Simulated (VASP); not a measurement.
# AlCu6 in VASP: a series of runs

The runs below take AlCu6 through single point, with PBE.

All numbers are computed with VASP 6.6.1; they aren't measurements. Logs are shortened: lines on timing, memory, paths and dates and some standing lists are left out, and cuts for length are marked.

## Step 1: The cell of the first run

The typed cell holds 7 atoms: a = 5.082 Å, b = 5.082 Å, c = 3.621 Å, α = 90.00°, β = 90.00°, γ = 90.00°.

The cell was generated, and may not be a known phase.

## Step 2: Single point, PBE

Contents of INCAR:

```
PREC = Accurate ; ENCUT = 520
EDIFF = 1E-6 ; ISMEAR = 0
SIGMA = 0.2 ; LREAL = F
LASPH = T ; NELM = 100
ALGO = Normal ; ISIF = 2
LWAVE = F ; LCHARG = T
GGA = PE ; LELF = T
LVHAR = T ; NBANDS = 44
```

Contents of KPOINTS:

```
regular mesh
0
Gamma
  4 4 3
```

Contents of POSCAR:

```
AlCu6
1.0
    5.0820951122      0.0000000000      0.0000000000
    0.0000000000      5.0820951122      0.0000000000
    0.0000000000      0.0000000000      3.6212749242
Al Cu
1 6
Direct
    0.5000000000      0.5000000000      0.2144870943
    0.7551989269      0.7551989269      0.7142600661
    0.2448010731      0.2448010731      0.7142600661
    0.2448010731      0.7551989269      0.7142600661
    0.7551989269      0.2448010731      0.7142600661
    0.5000000000      0.0000000000      0.2143509507
    0.0000000000      0.5000000000      0.2143509507
```

Potentials or basis: VASP PAW PBE potentials, release 64 (Al, Cu).

Command:

```
> cat potpaw_PBE.64/Al/POTCAR potpaw_PBE.64/Cu/POTCAR > POTCAR
> mpirun -np 1 vasp_std > vasp.out
```

OUTCAR:

```text
PREC = Accurate
   ENCUT = 520
   EDIFF = 1E-6
   ISMEAR = 0
   LREAL = F
   LASPH = T
   NELM = 100
   ISIF = 2
   GGA = PE

 ion  position               nearest neighbor table
   1  0.500  0.500  0.214-   6 2.54   7 2.54   6 2.54   7 2.54   2 2.58   3 2.58   4 2.58   5 2.58
                             4 2.58   5 2.58   2 2.58   3 2.58
   2  0.755  0.755  0.714-   4 2.49   5 2.49   6 2.55   7 2.55   6 2.55   7 2.55   1 2.58   1 2.58
                             5 2.59   4 2.59
   3  0.245  0.245  0.714-   4 2.49   5 2.49   6 2.55   7 2.55   6 2.55   7 2.55   1 2.58   1 2.58
                             5 2.59   4 2.59
   4  0.245  0.755  0.714-   2 2.49   3 2.49   6 2.55   7 2.55   6 2.55   7 2.55   1 2.58   1 2.58
                             2 2.59   3 2.59
   5  0.755  0.245  0.714-   2 2.49   3 2.49   6 2.55   7 2.55   6 2.55   7 2.55   1 2.58   1 2.58
                             2 2.59   3 2.59
   6  0.500  0.000  0.214-   1 2.54   1 2.54   3 2.55   4 2.55   5 2.55   2 2.55   3 2.55   4 2.55
                             5 2.55   2 2.55
   7  0.000  0.500  0.214-   1 2.54   1 2.54   3 2.55   4 2.55   5 2.55   2 2.55   3 2.55   4 2.55
                             5 2.55   2 2.55

  LATTYP: Found a simple tetragonal cell.
 ALAT       =     5.0820951122
 C/A-ratio  =     0.7125555198

  Lattice vectors:

 A1 = (   5.0820951122,   0.0000000000,   0.0000000000)
 A2 = (   0.0000000000,   5.0820951122,   0.0000000000)
 A3 = (   0.0000000000,   0.0000000000,   3.6212749242)

Analysis of symmetry for initial positions (statically):
=====================================================================
 Subroutine PRICEL returns:
 Original cell was already a primitive cell.

 Routine SETGRP: Setting up the symmetry group for a
 simple tetragonal supercell.

 Subroutine GETGRP returns: Found  8 space group operations
 (whereof  8 operations were pure point group operations)
 out of a pool of 16 trial point group operations.

The static configuration has the point symmetry C_4v.

Analysis of symmetry for dynamics (positions and initial velocities):
=====================================================================
 Subroutine PRICEL returns:
 Original cell was already a primitive cell.

 Routine SETGRP: Setting up the symmetry group for a
 simple tetragonal supercell.

 Subroutine GETGRP returns: Found  8 space group operations
 (whereof  8 operations were pure point group operations)
 out of a pool of 16 trial point group operations.

The dynamic configuration has the point symmetry C_4v.

[... 99 lines left out ...]
   IBRION =     -1    ionic relax: 0-MD 1-quasi-New 2-CG
   NFREE  =      0    steps in history (QN), initial steepest desc. (CG)
   ISIF   =      2    stress and relaxation
   ISYM   =      2    0-nonsym 1-usesym 2-fastsym
   POTIM  = 0.5000    time-step for ionic-motion
   TEBEG  =    0.0;   TEEND  =   0.0 temperature during run
   PSTRESS=    0.0 pullay stress
   NELECT =      69.0000    total number of electrons
   NUPDOWN=      -1.0000    fix difference up-down
   EMIN   =  10.00;   EMAX   =-10.00  energy-range for DOS
   EFERMI =   0.00;   METHOD = LEGACY
   ISMEAR =     0;   SIGMA  =   0.20  broadening in eV -4-tet -1-fermi 0-gaus
   EFERMI_NEDOS =   21; number of points for ismear=-14 and -15
   IALGO  =     38    algorithm
   IMIX   =      4    mixing-type and parameters
     AMIX     =   0.40;   BMIX     =  1.00
     AMIX_MAG =   1.60;   BMIX_MAG =  1.00
  volume/ion in A,a.u.               =      13.36        90.17
  Fermi-wavevector in a.u.,A,eV,Ry     =   1.479252  2.795381 29.772085  2.188187
  Thomas-Fermi vector in A             =   2.593433
   LORBIT       =      0    0 simple, 1 ext, 2 COOP (PROOUT), +10 PAW based schemes
   GGA     = PE    functional components
   LHFCALC =     F    Hartree Fock is set to
   AEXX    =    0.0000 exact exchange contribution
   IVDW    =     0    specifies the selected vdW correction
   LEPSILON=     F    determine dielectric tensor
   LRPA    =     F    only Hartree local field effects (RPA)
 non-spin polarized calculation
 Gauss-broadening in eV      SIGMA  =   0.20
  energy-cutoff  :      520.00
  volume of cell :       93.53
 maximum number of plane-waves:      2542
 NGX is ok and might be reduce to    40
   NGX = 19   NGY = 19   NGZ = 13

 number of electron      68.9999998 magnetization

 Free energy of the ion-electron system (eV)
  ---------------------------------------------------
  ext. energy  EPLUGINS =         0.00000000
  ---------------------------------------------------
  free energy    TOTEN  =       -25.90761868 eV

  energy without entropy =      -25.88034678  energy(sigma->0) =      -25.89398273

 E-fermi :   6.8355     XC(G=0): -11.7774

 val. band max:        6.4890833848   @ k =   0.2500   0.0000   0.3333
 cond. band min:       6.9001228061   @ k =   0.5000   0.0000   0.0000
 fundamental gap:      0.4110394213
 Fermi energy:         6.8354762625

 k-point     1 :       0.0000    0.0000    0.0000
  band No.  band energies     occupation
      1      -2.7831      2.00000
      2       1.5033      2.00000
      3       1.9664      2.00000
      4       1.9664      2.00000
      5       2.5131      2.00000
      6       2.6105      2.00000
[... 553 lines left out ...]
     43      14.9549      0.00000
     44      16.1795      0.00000

------------------------ aborting loop because EDIFF is reached ----------------------------------------

  FORCE on cell =-STRESS in cart. coord.  units (eV):
  Direction    XX          YY          ZZ          XY          YZ          ZX
  --------------------------------------------------------------------------------------
  -------------------------------------------------------------------------------------
  Total        0.4768421      0.4768421     -0.0639946      0.0000000      0.0000000      0.0000000
  in kB        8.1684208      8.1684208     -1.0962428      0.0000000      0.0000000      0.0000000
  external PRESSURE =       5.0801996 kB  Pullay stress =       0.0000000 kB

 VOLUME and BASIS-vectors are now :
 -----------------------------------------------------------------------------
  energy-cutoff  :      520.00
  volume of cell :       93.53
      direct lattice vectors                 reciprocal lattice vectors
     5.082095112  0.000000000  0.000000000     0.196769241  0.000000000  0.000000000
     0.000000000  5.082095112  0.000000000     0.000000000  0.196769241  0.000000000
     0.000000000  0.000000000  3.621274924     0.000000000  0.000000000  0.276145838

 POSITION                                       TOTAL-FORCE (eV/Angst)
 -----------------------------------------------------------------------------------
      2.54105      2.54105      0.77672         0.000000     -0.000000     -0.005647
      3.83799      3.83799      2.58653         0.004132      0.004132      0.002590
      1.24410      1.24410      2.58653        -0.004132     -0.004132      0.002590
      1.24410      3.83799      2.58653        -0.004132      0.004132      0.002590
      3.83799      1.24410      2.58653         0.004132     -0.004132      0.002590
      2.54105      0.00000      0.77622         0.000000      0.000000     -0.002358
      0.00000      2.54105      0.77622         0.000000     -0.000000     -0.002358
 -----------------------------------------------------------------------------------
    total drift:                               -0.000000      0.000000      0.000046

  FREE ENERGIE OF THE ION-ELECTRON SYSTEM (eV)
  ---------------------------------------------------
  free  energy   TOTEN  =       -25.9076186768 eV

  energy  without entropy=      -25.8803467794  energy(sigma->0) =      -25.89398273
```

stdout:

```text
POSCAR found type information on POSCAR AlCu
 POSCAR found :  2 types and       7 ions
 scaLAPACK will be used
 LDA part: xc-table for (Slater+PW92), standard interpolation
 POSCAR, INCAR and KPOINTS ok, starting setup
 FFT: planning ... GRIDC
 FFT: planning ... GRID_SOFT
 FFT: planning ... GRID
 WAVECAR not read
 entering main loop
```

Run time: 86 s. Hardware: 1 thread of Intel Xeon 8259CL, shared host; peak memory 0.21 GiB.

What came out:

| Quantity | Value |
| --- | --- |
| Free energy | -25.9076 eV |
| Pressure | 0.5 GPa |
| Largest force | 0.006 eV/Å |
| Band gap on the k mesh | zero (an odd number of electrons rules out a gap without spin polarisation) |

Forces on the atoms (eV/Å):
```
Al   0.000  0.000 -0.006
Cu   0.004  0.004  0.003
Cu  -0.004 -0.004  0.003
Cu  -0.004  0.004  0.003
Cu   0.004 -0.004  0.003
Cu   0.000  0.000 -0.002
Cu   0.000  0.000 -0.002
```

Caveat: the k points lie up to 0.58 Å⁻¹ apart, too coarse for converged energies and pressures of a metal.

## Step 3: Single point, PBE

This run uses another cell than the first one, of 13.33 Å³/atom.

Contents of INCAR:

```
SYSTEM = AlCu6
PREC = Accurate
ENCUT = 520
EDIFF = 1E-6
ISMEAR = 0
SIGMA = 0.1
LREAL = .False.
LASPH = .True.
NELM = 80
ALGO = Fast
ISIF = 2
LWAVE = .False.
LCHARG = .True.
GGA = PE
LELF = .True.
LVHAR = .True.
NBANDS = 44
```

Contents of KPOINTS:

```
regular mesh
0
Gamma
  6 6 8
  0 0 0
```

Contents of POSCAR:

```
AlCu6
1.0
    5.1104553947      0.0000000000      0.0000000000
    0.0000000000      5.1104553947      0.0000000000
    0.0000000000      0.0000000000      3.5735285253
Al Cu
1 6
Direct
    0.5000000000      0.5000000000      0.0000000000
    0.7559531213      0.7559531213      0.5000000000
    0.2440468787      0.2440468787      0.5000000000
    0.2440468787      0.7559531213      0.5000000000
    0.7559531213      0.2440468787      0.5000000000
    0.5000000000      0.0000000000      0.0000000000
    0.0000000000      0.5000000000      0.0000000000
```

Potentials or basis: VASP PAW PBE potentials, release 64 (Al, Cu).

Command:

```
> cat potpaw_PBE.64/Al/POTCAR potpaw_PBE.64/Cu/POTCAR > POTCAR
> mpirun -np 1 vasp_std > vasp.out
```

Wall time 6.3 min (1 thread of Intel Xeon 8259CL, shared host); peak memory 0.3 GiB.

Results (log left out):

| Property | Result |
| --- | --- |
| Free energy | -25.9020 eV |
| Pressure | 0.6 GPa |
| Largest force | 0.004 eV/Å |
| Band gap on the k mesh | zero (an odd number of electrons rules out a gap without spin polarisation) |

Forces on the atoms (eV/Å):
```
Al   0.000  0.000  0.000
Cu   0.003  0.003  0.000
Cu  -0.003 -0.003  0.000
Cu  -0.003  0.003  0.000
Cu   0.003 -0.003  0.000
Cu   0.000  0.000  0.000
Cu   0.000  0.000  0.000
```

Levels at points of the mesh, in eV from the Fermi level:
| k point | band 30 | band 31 | band 32 | band 33 | band 34 | band 35 | band 36 | band 37 | band 38 | band 39 |
| --- | --- | --- | --- | --- | --- | --- | --- | --- | --- | --- |
| (0.00, 0.00, 0.00) | -1.70 | -1.69 | -1.69 | -1.18 | -0.78 | -0.78 | 1.44 | 1.90 | 1.90 | 5.62 |
| (0.50, 0.00, 0.00) | -2.20 | -1.96 | -1.92 | -0.87 | -0.63 | -0.06 | 0.65 | 3.14 | 4.48 | 4.62 |
| (0.50, 0.50, 0.00) | -2.47 | -2.10 | -2.10 | -1.72 | -1.66 | 4.36 | 4.41 | 5.24 | 5.24 | 5.51 |
| (0.00, 0.00, 0.50) | -1.86 | -1.83 | -1.71 | -1.11 | -1.07 | -1.07 | -0.66 | 2.53 | 2.53 | 2.76 |
| (0.50, 0.00, 0.50) | -2.21 | -1.94 | -1.94 | -1.94 | -1.90 | 0.69 | 1.32 | 2.16 | 2.62 | 2.67 |
| (0.50, 0.50, 0.50) | -2.35 | -2.17 | -2.17 | -1.56 | -0.82 | -0.43 | -0.43 | -0.41 | 0.16 | 6.81 |

The gap in the log of VASP goes by the Fermi energy; the results here count the filled bands.